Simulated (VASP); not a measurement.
Wanted: the native input for a VASP 6.6.1 run.

```yaml
Task: single point
Functional: PBEsol
Potentials_or_basis: VASP PAW PBE potentials, release 64 (Ni, Si)
Cutoff: 520 eV
k_mesh: 14 × 14 × 14
Occupations: fermi-dirac, width 0.08 eV
Spin: no spin polarisation
Dipole_correction: no
Further_INCAR_settings: ALGO = Normal; EDIFF = 1e-06; NBANDS = 14
```

The structure of SiNi (rocksalt type) lies in POSCAR:

```
SiNi
1.0
    0.0000000000      2.3418742327      2.3418742327
    2.3418742327      0.0000000000      2.3418742327
    2.3418742327      2.3418742327      0.0000000000
Ni Si
1 1
Direct
    0.0000000000      0.0000000000      0.0000000000
    0.5000000000      0.5000000000      0.5000000000
```

One way to write it, as run:

INCAR

```
SYSTEM = SiNi
PREC = Accurate
ENCUT = 520
EDIFF = 1E-6
ISMEAR = -1
SIGMA = 0.08
LREAL = .FALSE.
LASPH = .TRUE.
NELM = 80
ALGO = Normal
ISIF = 2
LWAVE = .FALSE.
LCHARG = .TRUE.
GGA = PS
LELF = .TRUE.
LVHAR = .TRUE.
NBANDS = 14
```

KPOINTS

```
Automatic mesh
0
G
  14 14 14
  0 0 0
```

Potentials or basis: VASP PAW PBE potentials, release 64 (Ni, Si).

The run is started by

```sh
$ cat potpaw_PBE.64/Ni/POTCAR potpaw_PBE.64/Si/POTCAR > POTCAR
$ mpirun -np 1 vasp_std > vasp.out
```

Results of the run:

```json
{"Pressure": "0.2 GPa", "Band gap on the k mesh": "zero (bands 7 and 8 overlap by 5.09 eV)"}
```

Caveat: the PAW data sets were made with another functional, which shifts forces and pressure a little.

It took 72 s on 1 thread of Intel Xeon 8259CL, on a shared host, peak memory 0.18 GiB.
